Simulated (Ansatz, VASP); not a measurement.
One calculation of AlNi3, two programs

```xyz
4
Lattice="3.6818 0.0000 0.0000 0.0000 3.6818 0.0000 0.0000 0.0000 3.6818" Properties=species:S:1:pos:R:3 pbc="T T T"
Al    0.0000    0.0000    0.0000
Ni    0.0000    1.8409    1.8409
Ni    1.8409    0.0000    1.8409
Ni    1.8409    1.8409    0.0000
```

Alike in both runs: task single point; functional PBE; k mesh 12 × 12 × 12; occupations gaussian, width 0.1 eV; collinear spin.

```csv
,VASP,Ansatz
version,VASP 6.6.1,Ansatz 0.2.0
potentials or method,"VASP PAW PBE potentials, release 64 (Al, Ni), cutoff 520 eV","scalar-relativistic, plane waves, PAW"
valence electrons in the cell,33,57
```

Ansatz gave:

```
gap on the k mesh at the Fermi level (eV)                     : none
pressure (GPa)                                                : -13.9
net moment per atom (μB)                                      : 0.20
size of the moment on the site where the two differ most (μB) : 0.29
```

Problem. Estimate VASP's values.

Solution. gap on the k mesh at the Fermi level (eV): none; pressure (GPa): -13.8; net moment per atom (μB): 0.19; size of the moment on the site where the two differ most (μB): 0.27.

Site moments also hang on the region over which each program counts them. A gap of «none» marks a metal or a gap that the smearing closes. The functional is the same, so the differences come from potentials, cutoffs and numerics. VASP's potentials hold 33 valence electrons a cell and Ansatz's 57, so a difference there can come from the potentials and not from the codes.
